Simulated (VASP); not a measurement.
**SiO2 (Stishovite): single point with LDA**

Crystal: SiO2 (Stishovite).

```xyz
6
Lattice="4.1773 0.0000 0.0000 0.0000 4.1773 0.0000 0.0000 0.0000 2.6652" Properties=species:S:1:pos:R:3 pbc="T T T"
Si    0.0000    0.0000    0.0000
Si    2.0886    2.0886    1.3326
O     1.2778    1.2778    0.0000
O     0.8108    3.3665    1.3326
O     2.8995    2.8995    0.0000
O     3.3665    0.8108    1.3326
```

```yaml
Program: VASP 6.6.1
Task: single point
Functional: LDA
Potentials_or_basis: VASP PAW LDA potentials, release 64 (Si, O)
Cutoff: 520 eV
k_mesh: 3 × 3 × 4
Occupations: methfessel-paxton, width 0.1 eV
Spin: no spin polarisation
```

```yaml
Pressure: -2.6 GPa
Largest_force: 0.004 eV/Å
Band_gap_on_the_k_mesh: 5.62 eV, direct
```

Forces in eV/Å, atoms in the order of the input:
```
Si   0.000  0.000  0.000
Si   0.000  0.000  0.000
O    0.003  0.003  0.000
O   -0.003  0.003  0.000
O   -0.003 -0.003  0.000
O    0.003 -0.003  0.000
```

Stress tensor (GPa, compression positive):
```
-3.40  0.00  0.00
 0.00 -3.40  0.00
 0.00  0.00 -1.03
```

Levels at points of the mesh, in eV from the valence-band top:
```tsv
k point	band 13	band 14	band 15	band 16	band 17	band 18	band 19	band 20
(0.00, 0.00, 0.00)	-2.55	-0.90	-0.90	0.00	5.62	6.44	8.32	8.32
(0.00, 0.00, 0.50)	-3.17	-3.17	-2.73	-2.73	8.90	8.90	12.39	12.39
```

Wall time 9.1 s on 1 thread of Intel Xeon 8259CL, on a shared host, peak memory 0.13 GiB.

Caveat: the k points lie up to 0.59 Å⁻¹ apart.
